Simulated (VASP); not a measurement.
Crystal: Ca.

```
CELL_PARAMETERS angstrom
0.00000 2.79420 2.79420
2.79420 0.00000 2.79420
2.79420 2.79420 0.00000
ATOMIC_POSITIONS crystal
Ca 0.00000 0.00000 0.00000
```

| Quantity | Value |
| --- | --- |
| Program | VASP 6.6.1 |
| Task | relaxation of cell and atoms |
| Functional | PBEsol |
| Potentials or basis | VASP PAW PBE potentials, release 64 (Ca_sv) |
| Cutoff | 600 eV |
| k mesh | 8 × 8 × 8 |
| Occupations | fermi-dirac, width 0.05 eV |
| Spin | no spin polarisation |

At the start: pressure -1.1 GPa; volume 43.63 Å³/atom.

Task: How do energy, volume and symmetry change on relaxing?

Result: Over 3 steps the energy falls by 11.3 meV/atom and the volume is 40.67 Å³/atom (-6.8 %); space group Fm-3m (No. 225, to 0.05 Å).

Step by step:
```tsv
step	energy change (eV)	largest force (eV/Å)	pressure (GPa)	volume (Å³)
1	0.0000	0.0000	-1.14	43.63
2	-0.0098	0.0000	-0.45	41.70
3	-0.0113	0.0000	-0.03	40.67
```

Final structure:
```
Ca
1.0
     0.00000    2.72958    2.72958
     2.72958    0.00000    2.72958
     2.72958    2.72958    0.00000
Ca
1
Direct
  0.00000 0.00000 0.00000
```

Caveat: the PAW data sets were made with another functional, which shifts forces and pressure a little.
